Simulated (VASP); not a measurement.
HfO2: single point with PBE+D4

HfO2:

```
Hf O
1.0
     5.14892    0.00000    0.00000
     0.00000    4.93712    0.00000
     0.00000    0.00000    4.96467
Hf O
4 8
Direct
  0.96699 0.73252 0.74144
  0.53301 0.73252 0.24144
  0.46699 0.26748 0.74144
  0.03301 0.26748 0.24144
  0.63213 0.92865 0.87927
  0.86787 0.92865 0.37927
  0.23395 0.53988 0.49229
  0.26605 0.53988 0.99229
  0.76605 0.46012 0.99229
  0.73395 0.46012 0.49229
  0.13213 0.07135 0.87927
  0.36787 0.07135 0.37927
```

* Program: VASP 6.6.1
* Task: single point
* Functional: PBE
* Dispersion: D4
* Potentials or basis: VASP PAW PBE potentials, release 64 (Hf_pv, O)
* Cutoff: 520 eV
* k mesh: 5 × 6 × 5
* Occupations: fermi-dirac, width 0.05 eV
* Spin: no spin polarisation
* Dipole correction: no
* Further INCAR settings: ALGO = Normal; EDIFF = 1e-06; NBANDS = 56

```json
{
  "Pressure": "14.8 GPa",
  "Largest force": "0.219 eV/Å",
  "Band gap on the k mesh": "4.58 eV (least direct gap 4.78 eV)",
  "Dispersion energy per atom": "-0.206 eV"
}
```

Forces in eV/Å, atoms in the order of the input:
```
Hf   0.090 -0.149  0.114
Hf  -0.090 -0.149  0.114
Hf   0.090  0.149  0.114
Hf  -0.090  0.149  0.114
O   -0.028 -0.098 -0.018
O    0.028 -0.098 -0.018
O    0.111  0.161 -0.096
O   -0.111  0.161 -0.096
O   -0.111 -0.161 -0.096
O    0.111 -0.161 -0.096
O   -0.028  0.098 -0.018
O    0.028  0.098 -0.018
```

Stress tensor (GPa, compression positive):
```
14.75  0.00  0.00
 0.00 15.49  0.00
 0.00  0.00 14.18
```

Levels at points of the mesh, in eV from the valence-band top:
| k point | band 41 | band 42 | band 43 | band 44 | band 45 | band 46 | band 47 | band 48 |
| --- | --- | --- | --- | --- | --- | --- | --- | --- |
| (0.00, 0.00, 0.00) | -0.71 | -0.19 | -0.07 | 0.00 | 5.14 | 5.40 | 5.52 | 5.98 |
| (0.00, 0.50, 0.00) | -0.80 | -0.37 | -0.21 | -0.11 | 4.67 | 5.09 | 5.17 | 5.84 |

Wall time 2.5 min on 1 thread of AMD EPYC 9R45 96-Core Processor (Zen 5), with other jobs on the host, peak memory 0.32 GiB.

Caveat: the cell stands under pressure; spin-orbit coupling is left out, which moves the levels of the heavy elements; an odd mesh through Γ misses points on the zone boundary, where band edges can lie.
